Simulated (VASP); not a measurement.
ZrIn2F6: relaxation of cell and atoms with PBE

Crystal: ZrIn2F6.

```
Zr In F
1.0
     5.55254    0.00000    0.00000
     0.00000    5.55254    0.00000
     0.00000    0.00000    3.92624
Zr In F
1 2 6
Direct
  0.00000 0.00000 0.00000
  0.50000 0.00000 0.50000
  0.00000 0.50000 0.50000
  0.24475 0.75525 0.00000
  0.24475 0.24475 0.00000
  0.00000 0.00000 0.50000
  0.75525 0.24475 0.00000
  0.75525 0.75525 0.00000
  0.50000 0.50000 0.50000
```

```
Program                : VASP 6.6.1
Task                   : relaxation of cell and atoms
Functional             : PBE
Potentials or basis    : VASP PAW PBE potentials, release 64 (Zr_sv, In_d, F)
Cutoff                 : 600 eV
k mesh                 : 4 × 4 × 4
Occupations            : gaussian, width 0.1 eV
Spin                   : no spin polarisation
Dipole correction      : no
Further INCAR settings : ALGO = Normal; EDIFF = 1e-07; IBRION = 2; EDIFFG = -0.04; NSW = 90; ISIF = 3
```

The relaxed volume is 18.76 Å³/atom and the relaxed cell is a = 6.172 Å, b = 6.172 Å, c = 4.432 Å, α = 90.00°, β = 90.00°, γ = 90.00°. The space group after relaxing (to 0.1 Å) is P4/mmm (No. 123), the energy gained by relaxing is 280.4 meV/atom and the ionic steps are 13. The pressure after relaxing is -0.2 GPa and the largest force after relaxing is 0.032 eV/Å. The band gap on the k mesh is 1.13 eV (least direct gap 1.15 eV).

Forces on the atoms (eV/Å):
```
Zr   0.000  0.000  0.000
In   0.000  0.000  0.000
In   0.000  0.000  0.000
F   -0.022  0.022  0.000
F   -0.022 -0.022  0.000
F    0.000  0.000  0.000
F    0.022 -0.022  0.000
F    0.022  0.022  0.000
F    0.000  0.000  0.000
```

The path:
```
step  energy change (eV)  largest force (eV/Å)  pressure (GPa)  volume (Å³)
   1              0.0000                1.3929           26.09       121.05
   2             -1.1118                3.0484           -8.10       163.51
   3             -1.7709                1.8220            0.76       144.38
   4             -2.3521                0.4784            1.49       151.52
   5             -2.3883                0.1249            2.20       153.97
   6             -2.3887                0.0665            2.13       153.74
   7             -2.4273                0.3699           -0.52       160.06
   8             -2.4274                0.3449           -0.37       159.68
   9             -2.4552                0.1703           -0.21       161.63
  10             -2.4815                0.1929            0.20       165.40
  11             -2.5029                0.0023           -0.41       167.19
  12             -2.5114                0.2059           -1.03       169.15
  13             -2.5233                0.0318           -0.25       168.82
```

Final structure:
```cif
data_structure
_symmetry_space_group_name_H-M 'P 1'
_symmetry_Int_Tables_number 1
_cell_length_a 6.1717
_cell_length_b 6.1717
_cell_length_c 4.4323
_cell_angle_alpha 90.000
_cell_angle_beta 90.000
_cell_angle_gamma 90.000
_cell_volume 168.82
loop_
_atom_site_label
_atom_site_type_symbol
_atom_site_fract_x
_atom_site_fract_y
_atom_site_fract_z
_atom_site_occupancy
Zr1 Zr 0.00000 0.00000 0.00000 1
In1 In 0.50000 0.00000 0.50000 1
In2 In 0.00000 0.50000 0.50000 1
F1 F 0.22622 0.77378 0.00000 1
F2 F 0.22622 0.22622 0.00000 1
F3 F 0.00000 0.00000 0.50000 1
F4 F 0.77378 0.22622 0.00000 1
F5 F 0.77378 0.77378 0.00000 1
F6 F 0.50000 0.50000 0.50000 1
```

Levels at points of the mesh, in eV from the valence-band top:
```csv
k point,band 37,band 38,band 39,band 40,band 41,band 42,band 43,band 44
"(0.00, 0.00, 0.00)",-1.65,-0.77,-0.77,-0.02,2.05,2.05,3.05,3.20
"(0.50, 0.00, 0.00)",-2.07,-0.76,-0.09,-0.03,2.02,2.07,2.39,3.10
"(0.50, 0.50, 0.00)",-2.29,-0.03,-0.03,-0.01,1.13,2.02,2.02,2.92
"(0.00, 0.00, 0.50)",-1.78,-0.71,-0.71,-0.18,2.29,2.50,2.50,3.07
"(0.50, 0.00, 0.50)",-1.81,-0.68,-0.12,-0.05,2.51,2.62,2.92,3.23
"(0.50, 0.50, 0.50)",-2.12,-0.13,0.00,0.00,2.71,2.71,2.75,3.18
```

Run time: 37 min on 1 thread of Oxide Virtual Turin-like Processor, on a shared host, peak memory 0.31 GiB.

Caveat: the volume moved by over 15 % at a fixed basis, so the end points are rough; spin-orbit coupling is left out, which moves the levels of the heavy elements. A k mesh can miss the band edges.
